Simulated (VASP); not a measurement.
Set up this calculation in VASP 6.6.1, as the native input.

* Task: single point
* Functional: LDA
* Potentials or basis: VASP PAW LDA potentials, release 64 (Ta_pv, N)
* Cutoff: 520 eV
* k mesh: 20 × 20 × 20
* Occupations: gaussian, width 0.15 eV
* Spin: no spin polarisation
* Dipole correction: no
* Further INCAR settings: ALGO = Normal; EDIFF = 1e-06; NBANDS = 15

The structure of TaN lies in POSCAR:

```
TaN
1.0
    0.0000000000      2.3671495483      1.8463766477
    2.3671495483      0.0000000000      1.8463766477
    2.3671495483      2.3671495483      0.0000000000
Ta N
1 1
Direct
    0.5000000000      0.5000000000      0.5000000000
    0.0000000000      0.0000000000      0.0000000000
```

This cell differs from its parent crystal: ratio of the length along z to the lengths across it x 0.78, volume and fractional coordinates fixed.

The input as run:

INCAR

```
  PREC = Accurate
  ENCUT = 520
  EDIFF = 1E-6
  ISMEAR = 0
  SIGMA = 0.15
  LREAL = F
  LASPH = T
  NELM = 80
  ALGO = Normal
  ISIF = 2
  LWAVE = F
  LCHARG = F
  GGA = CA
  NBANDS = 15
```

KPOINTS

```
Automatic mesh
0
Gamma
  20 20 20
```

Potentials or basis: VASP PAW LDA potentials, release 64 (Ta_pv, N).

Run with:

```console
$ cat potpaw_LDA.64/Ta_pv/POTCAR potpaw_LDA.64/N/POTCAR > POTCAR
$ mpirun -np 1 vasp_std > vasp.out
```

Results of the run:

```json
{
  "Pressure": "62.8 GPa",
  "Band gap on the k mesh": "zero (bands 8 and 9 overlap by 4.66 eV)"
}
```

Caveat: the stress differs along the axes, from -16 to 221 GPa; spin-orbit coupling is left out, which moves the levels of the heavy elements.

Run time: 4.1 min on 1 thread of Intel Xeon 8259CL, with other jobs on the host, peak memory 0.31 GiB.
